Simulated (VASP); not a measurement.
Runs of VASP 6.6.1 on Se. The structure is that of space group Im-3m (No. 229), or close to it. The cells are those of the table. 

```csv
cell,gap on the mesh (eV),pressure (GPa)
"a = 2.407 Å, angles 109.5°, 1 atom",none,184.6
"a = 2.431 Å, angles 109.5°, 1 atom",none,163.8
"a = 2.479 Å, angles 109.5°, 1 atom",none,129.2
"a = 2.456 Å, angles 109.5°, 1 atom",none,(a)
"a = 2.382 Å, angles 109.5°, 1 atom",none,(b)
```

Alike in all rows: task single point; level PBEsol; potentials or basis VASP PAW PBE potentials, release 64 (Se); no spin polarisation; k mesh 13 × 13 × 13; cutoff (eV) 520; smearing fermi-dirac 0.05 eV.

Problem. Estimate the missing entries.

Solution. (a) 145.6; (b) 207.7.

Caveats: the PAW data sets were made with another functional, which shifts forces and pressure a little.

A k mesh can miss the band edges, and the runs leave out spin-orbit coupling on Se.

A gap of «none» marks levels without a gap at the run's occupations.
